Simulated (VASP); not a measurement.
# MgO (Fm-3m) in VASP: a series of runs

MgO is run at these levels: PBE; tasks: single point, relaxation of cell and atoms.

All numbers are computed with VASP 6.6.1; they aren't measurements. Logs are shortened: lines on timing, memory, paths and dates and some standing lists are left out, and cuts for length are marked.

## Step 1: The cell of the first run

The structure is cubic, space group Fm-3m (No. 225). The conventional cell has a = 4.254 Å, b = 4.254 Å, c = 4.254 Å, α = 90.00°, β = 90.00°, γ = 90.00°. Mg (site symmetry m-3m) has 6 O at 2.13 Å within 2.8 Å. Within 2.8 Å of O (site symmetry m-3m) lie 6 Mg at 2.13 Å.

## Step 2: Single point, PBE

The input, INCAR:

```
ALGO = Normal
EDIFF = 1E-6
ENCUT = 520
GGA = PE
ISIF = 2
ISMEAR = 0
LASPH = True
LCHARG = False
LREAL = False
LWAVE = False
NBANDS = 11
NELM = 80
PREC = Accurate
SIGMA = 0.02
```

The input, KPOINTS:

```
k-points
0
Gamma
  10 10 10
```

The input, POSCAR:

```
MgO
1.0
    0.0000000000      2.1267551519      2.1267551519
    2.1267551519      0.0000000000      2.1267551519
    2.1267551519      2.1267551519      0.0000000000
Mg O
1 1
Direct
    0.0000000000      0.0000000000      0.0000000000
    0.5000000000      0.5000000000      0.5000000000
```

Potentials or basis: VASP PAW PBE potentials, release 64 (Mg, O).

Command:

```sh
$ cat potpaw_PBE.64/Mg/POTCAR potpaw_PBE.64/O/POTCAR > POTCAR
$ mpirun -np 1 vasp_std > vasp.out
```

OUTCAR:

```text
EDIFF = 1E-6
   ENCUT = 520
   GGA = PE
   ISIF = 2
   ISMEAR = 0
   LASPH = True
   LREAL = False
   NELM = 80
   PREC = Accurate

 ion  position               nearest neighbor table
   1  0.000  0.000  0.000-   2 2.13   2 2.13   2 2.13   2 2.13   2 2.13   2 2.13
   2  0.500  0.500  0.500-   1 2.13   1 2.13   1 2.13   1 2.13   1 2.13   1 2.13

  LATTYP: Found a face centered cubic cell.
 ALAT       =     4.2535103038

  Lattice vectors:

 A1 = (   0.0000000000,   2.1267551519,   2.1267551519)
 A2 = (   2.1267551519,   0.0000000000,   2.1267551519)
 A3 = (   2.1267551519,   2.1267551519,   0.0000000000)

Analysis of symmetry for initial positions (statically):
=====================================================================
 Subroutine PRICEL returns:
 Original cell was already a primitive cell.

 Routine SETGRP: Setting up the symmetry group for a
 face centered cubic supercell.

 Subroutine GETGRP returns: Found 48 space group operations
 (whereof 48 operations were pure point group operations)
 out of a pool of 48 trial point group operations.

The static configuration has the point symmetry O_h .

Analysis of symmetry for dynamics (positions and initial velocities):
=====================================================================
 Subroutine PRICEL returns:
 Original cell was already a primitive cell.

 Routine SETGRP: Setting up the symmetry group for a
 face centered cubic supercell.

 Subroutine GETGRP returns: Found 48 space group operations
 (whereof 48 operations were pure point group operations)
 out of a pool of 48 trial point group operations.

The dynamic configuration has the point symmetry O_h .

 Subroutine INISYM returns: Found 48 space group operations
 (whereof 48 operations are pure point group operations),
 and found     1 'primitive' translations

----------------------------------------------------------------------------------------

                                     Primitive cell

  volume of cell :      19.2390

  direct lattice vectors                    reciprocal lattice vectors
     0.000000000  2.126755152  2.126755152    -0.235099936  0.235099936  0.235099936
     2.126755152  0.000000000  2.126755152     0.235099936 -0.235099936  0.235099936
     2.126755152  2.126755152  0.000000000     0.235099936  0.235099936 -0.235099936

  length of vectors
     3.007685980  3.007685980  3.007685980     0.407205034  0.407205034  0.407205034

  position of ions in fractional coordinates (direct lattice)
     0.000000000  0.000000000  0.000000000
     0.500000000  0.500000000  0.500000000

  ion indices of the primitive-cell ions
   primitive index   ion index
                 1           1
                 2           2

----------------------------------------------------------------------------------------

 KPOINTS: k-points

Automatic generation of k-mesh.
 Grid dimensions read from file:
 generate k-points for:   10   10   10

 Generating k-lattice:

  Cartesian coordinates                     Fractional coordinates (reciprocal lattice)
    -0.023509994  0.023509994  0.023509994     0.100000000  0.000000000  0.000000000
     0.023509994 -0.023509994  0.023509994     0.000000000  0.100000000  0.000000000
     0.023509994  0.023509994 -0.023509994     0.000000000  0.000000000  0.100000000

  Length of vectors
     0.040720503  0.040720503  0.040720503

  Shift w.r.t. Gamma in fractional coordinates (k-lattice)
     0.000000000  0.000000000  0.000000000

 Subroutine IBZKPT returns following result:
 ===========================================

 Found     47 irreducible k-points:

 Following reciprocal coordinates:
            Coordinates               Weight
  0.000000  0.000000  0.000000      1.000000
  0.100000  0.000000  0.000000      8.000000
  0.200000  0.000000  0.000000      8.000000
  0.300000  0.000000  0.000000      8.000000
  0.400000  0.000000  0.000000      8.000000
  0.500000  0.000000  0.000000      4.000000
[... 16 lines left out ...]
  0.300000  0.300000  0.000000      6.000000
  0.400000  0.300000  0.000000     24.000000
 [... further k-points ...]
   k-points           NKPTS =     47   k-points in BZ     NKDIM =     47   number of bands    NBANDS=     11
   number of dos      NEDOS =    301   number of ions     NIONS =      2
   total plane-waves  NPLWV =  13824
   dimension x,y,z NGX =    24 NGY =   24 NGZ =   24
   dimension x,y,z NGXF=    48 NGYF=   48 NGZF=   48
   ions per type =               1   1
   NGX,Y,Z   is equivalent  to a cutoff of  13.27, 13.27, 13.27 a.u.
   NGXF,Y,Z  is equivalent  to a cutoff of  26.53, 26.53, 26.53 a.u.
 SYSTEM =  unknown system
   PREC   = accura    normal or accurate (medium, high low for compatibility)
   ISTART =      0    job   : 0-new  1-cont  2-samecut
   ICHARG =      2    charge: 1-file 2-atom 10-const
   ISPIN  =      1    spin polarized calculation?
   LNONCOLLINEAR =      F non collinear calculations
   LSORBIT =      F    spin-orbit coupling
   LASPH  =      T    aspherical Exc in radial PAW
   ENCUT  =  520.0 eV  38.22 Ry    6.18 a.u.   5.59  5.59  5.59*2*pi/ulx,y,z
   NELM   =     80;   NELMIN=  2; NELMDL= -5     # of ELM steps
   EDIFF  = 0.1E-05   stopping-criterion for ELM
   LREAL  =      F    real-space projection
   EDIFFG = 0.1E-04   stopping-criterion for IOM
   NSW    =      0    number of steps for IOM
   IBRION =     -1    ionic relax: 0-MD 1-quasi-New 2-CG
   NFREE  =      0    steps in history (QN), initial steepest desc. (CG)
   ISIF   =      2    stress and relaxation
   ISYM   =      2    0-nonsym 1-usesym 2-fastsym
   POTIM  = 0.5000    time-step for ionic-motion
   TEBEG  =    0.0;   TEEND  =   0.0 temperature during run
   PSTRESS=    0.0 pullay stress
   NELECT =       8.0000    total number of electrons
   NUPDOWN=      -1.0000    fix difference up-down
   EMIN   =  10.00;   EMAX   =-10.00  energy-range for DOS
   EFERMI =   0.00;   METHOD = LEGACY
   ISMEAR =     0;   SIGMA  =   0.02  broadening in eV -4-tet -1-fermi 0-gaus
   EFERMI_NEDOS =   21; number of points for ismear=-14 and -15
   IALGO  =     38    algorithm
   IMIX   =      4    mixing-type and parameters
     AMIX     =   0.40;   BMIX     =  1.00
     AMIX_MAG =   1.60;   BMIX_MAG =  1.00
  volume/ion in A,a.u.               =       9.62        64.92
  Fermi-wavevector in a.u.,A,eV,Ry     =   1.221923  2.309101 20.314817  1.493097
  Thomas-Fermi vector in A             =   2.357089
   LORBIT       =      0    0 simple, 1 ext, 2 COOP (PROOUT), +10 PAW based schemes
   GGA     = PE    functional components
   LHFCALC =     F    Hartree Fock is set to
   AEXX    =    0.0000 exact exchange contribution
   IVDW    =     0    specifies the selected vdW correction
   LEPSILON=     F    determine dielectric tensor
   LRPA    =     F    only Hartree local field effects (RPA)
 non-spin polarized calculation
 Gauss-broadening in eV      SIGMA  =   0.02
  energy-cutoff  :      520.00
  volume of cell :       19.24
 maximum number of plane-waves:       534
 NGX is ok and might be reduce to    24
   NGX = 11   NGY = 11   NGZ = 11

 number of electron       8.0000004 magnetization

 Free energy of the ion-electron system (eV)
  ---------------------------------------------------
  ext. energy  EPLUGINS =         0.00000000
  ---------------------------------------------------
  free energy    TOTEN  =       -11.91169892 eV

  energy without entropy =      -11.91169892  energy(sigma->0) =      -11.91169892

 E-fermi :   3.1569     XC(G=0): -10.9403

 val. band max:        2.9700431240   @ k =   0.0000   0.0000   0.0000
 cond. band min:       7.4157910424   @ k =   0.0000   0.0000   0.0000
 fundamental gap:      4.4457479184
 Fermi energy:         3.1568875423

 k-point     1 :       0.0000    0.0000    0.0000
  band No.  band energies     occupation
      1     -14.1454      2.00000
      2       2.9700      2.00000
      3       2.9700      2.00000
      4       2.9700      2.00000
      5       7.4158      0.00000
      6      18.6029      0.00000
      7      18.6029      0.00000
      8      18.6029      0.00000
      9      22.4430      0.00000
     10      24.1834      0.00000
     11      24.1834      0.00000

 k-point     2 :       0.1000    0.0000    0.0000
  band No.  band energies     occupation
      1     -14.0451      2.00000
      2       2.3235      2.00000
      3       2.9059      2.00000
      4       2.9059      2.00000
      5       8.0479      0.00000
      6      17.3615      0.00000
      7      18.8317      0.00000
      8      18.8317      0.00000
      9      23.4117      0.00000
     10      23.4117      0.00000
     11      24.0427      0.00000

 k-point     3 :       0.2000    0.0000    0.0000
  band No.  band energies     occupation
      1     -13.7696      2.00000
      2       1.0317      2.00000
      3       2.7434      2.00000
      4       2.7434      2.00000
      5       9.2470      0.00000
      6      15.8409      0.00000
      7      19.2777      0.00000
      8      19.2777      0.00000
      9      22.7133      0.00000
     10      22.7133      0.00000
     11      24.7639      0.00000

 k-point     4 :       0.3000    0.0000    0.0000
  band No.  band energies     occupation
      1     -13.3991      2.00000
      2      -0.2478      2.00000
      3       2.5520      2.00000
      4       2.5520      2.00000
      5      10.2106      0.00000
      6      15.0991      0.00000
      7      19.3398      0.00000
      8      19.3398      0.00000
      9      23.1662      0.00000
     10      23.1662      0.00000
     11      24.1439      0.00000

 k-point     5 :       0.4000    0.0000    0.0000
  band No.  band energies     occupation
      1     -13.0688      2.00000
      2      -1.1768      2.00000
      3       2.4040      2.00000
      4       2.4040      2.00000
      5      10.6133      0.00000
      6      15.1102      0.00000
      7      19.0982      0.00000
      8      19.0982      0.00000
      9      23.6106      0.00000
     10      24.3949      0.00000
     11      24.3949      0.00000
[... 211 lines left out ...]
 k-point    21 :      -0.3000    0.2000    0.0000
  band No.  band energies     occupation
      1     -12.9939      2.00000
      2      -0.6041      2.00000
      3       1.2245      2.00000
      4       2.3484      2.00000
      5      11.9876      0.00000
      6      14.6868      0.00000
      7      16.8228      0.00000
      8      19.9548      0.00000
      9      22.9754      0.00000
     10      23.6861      0.00000
     11      27.5355      0.00000

 k-point    22 :      -0.2000    0.2000    0.0000
  band No.  band energies     occupation
      1     -13.2888      2.00000
      2      -0.0568      2.00000
      3       1.6805      2.00000
      4       2.5506      2.00000
      5      11.1331      0.00000
      6      14.7149      0.00000
      7      17.7489      0.00000
      8      20.4095      0.00000
      9      21.2276      0.00000
     10      23.9883      0.00000
     11      27.2887      0.00000

 k-point    23 :       0.3000    0.3000    0.0000
  band No.  band energies     occupation
      1     -13.2064      2.00000
      2      -0.1041      2.00000
      3       2.0629      2.00000
      4       2.0629      2.00000
      5      11.5162      0.00000
      6      13.3413      0.00000
      7      17.0776      0.00000
      8      20.5509      0.00000
      9      20.5509      0.00000
     10      26.7848      0.00000
     11      29.7530      0.00000

 k-point    24 :       0.4000    0.3000    0.0000
  band No.  band energies     occupation
      1     -12.9735      2.00000
      2      -0.5103      2.00000
      3       1.7092      2.00000
      4       1.9205      2.00000
      5      12.2552      0.00000
      6      13.0543      0.00000
      7      16.2612      0.00000
      8      20.7642      0.00000
      9      20.9658      0.00000
     10      27.4966      0.00000
     11      29.3628      0.00000

 [... further k-points ...]
[... 5 lines left out ...]
  --------------------------------------------------------------------------------------
  -------------------------------------------------------------------------------------
  Total       -0.0862692     -0.0862692     -0.0862692     -0.0000000      0.0000000      0.0000000
  in kB       -7.1842913     -7.1842913     -7.1842913     -0.0000000      0.0000000      0.0000000
  external PRESSURE =      -7.1842913 kB  Pullay stress =       0.0000000 kB

 VOLUME and BASIS-vectors are now :
 -----------------------------------------------------------------------------
  energy-cutoff  :      520.00
  volume of cell :       19.24
      direct lattice vectors                 reciprocal lattice vectors
     0.000000000  2.126755152  2.126755152    -0.235099936  0.235099936  0.235099936
     2.126755152  0.000000000  2.126755152     0.235099936 -0.235099936  0.235099936
     2.126755152  2.126755152  0.000000000     0.235099936  0.235099936 -0.235099936

 POSITION                                       TOTAL-FORCE (eV/Angst)
 -----------------------------------------------------------------------------------
      0.00000      0.00000      0.00000         0.000000     -0.000000     -0.000000
      2.12676      2.12676      2.12676        -0.000000      0.000000      0.000000
 -----------------------------------------------------------------------------------
    total drift:                               -0.000000     -0.000000      0.000000

  FREE ENERGIE OF THE ION-ELECTRON SYSTEM (eV)
  ---------------------------------------------------
  free  energy   TOTEN  =       -11.9116989221 eV

  energy  without entropy=      -11.9116989221  energy(sigma->0) =      -11.91169892
```

It took 4.4 s on 1 thread of Intel Xeon Platinum 8559C (Emerald Rapids), shared host; peak memory 0.13 GiB.

What came out:

```yaml
Free_energy: -11.9117 eV
Pressure: -0.7 GPa
Band_gap_on_the_k_mesh: 4.45 eV, direct
```

Levels at points of the mesh, in eV from the valence-band top:
```tsv
k point	band 2	band 3	band 4	band 5	band 6	band 7
(0.00, 0.00, 0.00)	0.00	0.00	0.00	4.45	15.63	15.63
(0.50, 0.00, 0.00)	-4.49	-0.62	-0.62	7.71	12.27	16.01
(0.50, 0.50, 0.00)	-3.96	-1.31	-1.31	9.08	9.65	12.79
```

## Step 3: Single point, PBE

The input, INCAR:

```
SYSTEM = MgO
  ALGO = Normal
  EDIFF = 1E-7
  ENCUT = 520
  GGA = PE
  ISIF = 2
  ISMEAR = 0
  LASPH = .TRUE.
  LCHARG = .FALSE.
  LREAL = .FALSE.
  LWAVE = .FALSE.
  NBANDS = 11
  NELM = 100
  PREC = Accurate
  SIGMA = 0.02
```

The input, KPOINTS:

```
k-points
0
G
  10 10 10
  0 0 0
```

POSCAR is that of step 2.

Potentials or basis: VASP PAW PBE potentials, release 64 (Mg, O).

Command:

```sh
$ cat potpaw_PBE.64/Mg/POTCAR potpaw_PBE.64/O/POTCAR > POTCAR
$ mpirun -np 1 vasp_std > vasp.out
```

OUTCAR:

```text
SYSTEM = MgO
   EDIFF = 1E-7
   ENCUT = 520
   GGA = PE
   ISIF = 2
   ISMEAR = 0
   LASPH = .TRUE.
   LREAL = .FALSE.
   NELM = 100
   PREC = Accurate

 ion  position               nearest neighbor table
   1  0.000  0.000  0.000-   2 2.13   2 2.13   2 2.13   2 2.13   2 2.13   2 2.13
   2  0.500  0.500  0.500-   1 2.13   1 2.13   1 2.13   1 2.13   1 2.13   1 2.13

  LATTYP: Found a face centered cubic cell.
 ALAT       =     4.2535103038

  Lattice vectors:

 A1 = (   0.0000000000,   2.1267551519,   2.1267551519)
 A2 = (   2.1267551519,   0.0000000000,   2.1267551519)
 A3 = (   2.1267551519,   2.1267551519,   0.0000000000)

Analysis of symmetry for initial positions (statically):
=====================================================================
 Subroutine PRICEL returns:
 Original cell was already a primitive cell.

 Routine SETGRP: Setting up the symmetry group for a
 face centered cubic supercell.

 Subroutine GETGRP returns: Found 48 space group operations
 (whereof 48 operations were pure point group operations)
 out of a pool of 48 trial point group operations.

The static configuration has the point symmetry O_h .

Analysis of symmetry for dynamics (positions and initial velocities):
[... 164 lines left out ...]
 fundamental gap:      4.4459052710
 Fermi energy:         3.1450795456

 k-point     1 :       0.0000    0.0000    0.0000
  band No.  band energies     occupation
      1     -14.1456      2.00000
      2       2.9698      2.00000
      3       2.9698      2.00000
      4       2.9698      2.00000
      5       7.4157      0.00000
      6      18.6029      0.00000
      7      18.6029      0.00000
      8      18.6029      0.00000
      9      22.4430      0.00000
     10      24.1834      0.00000
     11      24.1834      0.00000
[... 309 lines left out ...]
 k-point    24 :       0.4000    0.3000    0.0000
  band No.  band energies     occupation
      1     -12.9737      2.00000
      2      -0.5104      2.00000
      3       1.7090      2.00000
      4       1.9204      2.00000
      5      12.2552      0.00000
      6      13.0543      0.00000
      7      16.2611      0.00000
      8      20.7642      0.00000
      9      20.9658      0.00000
     10      27.4966      0.00000
     11      29.3627      0.00000

 [... further k-points ...]
[... 5 lines left out ...]
  --------------------------------------------------------------------------------------
  -------------------------------------------------------------------------------------
  Total       -0.0842443     -0.0842443     -0.0842443      0.0000000      0.0000000      0.0000000
  in kB       -7.0156597     -7.0156597     -7.0156597      0.0000000      0.0000000      0.0000000
  external PRESSURE =      -7.0156597 kB  Pullay stress =       0.0000000 kB

 VOLUME and BASIS-vectors are now :
 -----------------------------------------------------------------------------
  energy-cutoff  :      520.00
  volume of cell :       19.24
      direct lattice vectors                 reciprocal lattice vectors
     0.000000000  2.126755152  2.126755152    -0.235099936  0.235099936  0.235099936
     2.126755152  0.000000000  2.126755152     0.235099936 -0.235099936  0.235099936
     2.126755152  2.126755152  0.000000000     0.235099936  0.235099936 -0.235099936

 POSITION                                       TOTAL-FORCE (eV/Angst)
 -----------------------------------------------------------------------------------
      0.00000      0.00000      0.00000         0.000000      0.000000      0.000000
      2.12676      2.12676      2.12676         0.000000      0.000000      0.000000
 -----------------------------------------------------------------------------------
    total drift:                               -0.000000     -0.000000      0.000000

  FREE ENERGIE OF THE ION-ELECTRON SYSTEM (eV)
  ---------------------------------------------------
  free  energy   TOTEN  =       -11.9116989109 eV

  energy  without entropy=      -11.9116989109  energy(sigma->0) =      -11.91169891
```

OSZICAR:

```text
N       E                     dE             d eps       ncg     rms          rms(c)
DAV:   1     0.154860540278E+02    0.15486E+02   -0.45286E+03  1178   0.639E+02
DAV:   2    -0.127642219644E+02   -0.28250E+02   -0.26953E+02  1208   0.136E+02
DAV:   3    -0.134665057759E+02   -0.70228E+00   -0.70150E+00  1234   0.187E+01
DAV:   4    -0.134683985526E+02   -0.18928E-02   -0.18927E-02  1118   0.109E+00
DAV:   5    -0.134684043316E+02   -0.57790E-05   -0.57790E-05  1220   0.606E-02    0.719E+00
DAV:   6    -0.119309762068E+02    0.15374E+01   -0.89982E+00  1073   0.163E+01    0.227E+00
DAV:   7    -0.119177329775E+02    0.13243E-01   -0.61578E-02  1118   0.217E+00    0.135E+00
DAV:   8    -0.119121407667E+02    0.55922E-02   -0.30033E-02  1091   0.193E+00    0.251E-01
DAV:   9    -0.119117197380E+02    0.42103E-03   -0.62616E-04  1169   0.175E-01    0.141E-01
DAV:  10    -0.119116967436E+02    0.22994E-04   -0.54002E-04  1142   0.172E-01    0.827E-03
DAV:  11    -0.119116990763E+02   -0.23328E-05   -0.31677E-06  1187   0.142E-02    0.597E-03
DAV:  12    -0.119116989227E+02    0.15361E-06   -0.70557E-07  1154   0.625E-03    0.617E-04
DAV:  13    -0.119116989109E+02    0.11770E-07   -0.68461E-08   610   0.149E-03
   1 F= -.11911699E+02 E0= -.11911699E+02  d E =-.153083E-37
```

It took 4.8 s on 1 thread of Intel Xeon Platinum 8559C (Emerald Rapids), shared host; peak memory 0.14 GiB.

Results:

| Property | Result |
| --- | --- |
| Free energy | -11.9117 eV |
| Pressure | -0.7 GPa |
| Band gap on the k mesh | 4.45 eV, direct |

Levels at points of the mesh, in eV from the valence-band top:
| k point | band 1 | band 2 | band 3 | band 4 | band 5 | band 6 | band 7 | band 8 | band 9 |
| --- | --- | --- | --- | --- | --- | --- | --- | --- | --- |
| (0.00, 0.00, 0.00) | -17.12 | 0.00 | 0.00 | 0.00 | 4.45 | 15.63 | 15.63 | 15.63 | 19.47 |
| (0.50, 0.00, 0.00) | -15.90 | -4.49 | -0.62 | -0.62 | 7.71 | 12.27 | 16.01 | 16.01 | 20.45 |
| (0.50, 0.50, 0.00) | -15.66 | -3.96 | -1.31 | -1.31 | 9.08 | 9.65 | 12.79 | 18.53 | 18.53 |

A hybrid or GW would open this gap; PBE tends to underestimate it.

(Continued in part 2 of 2.)
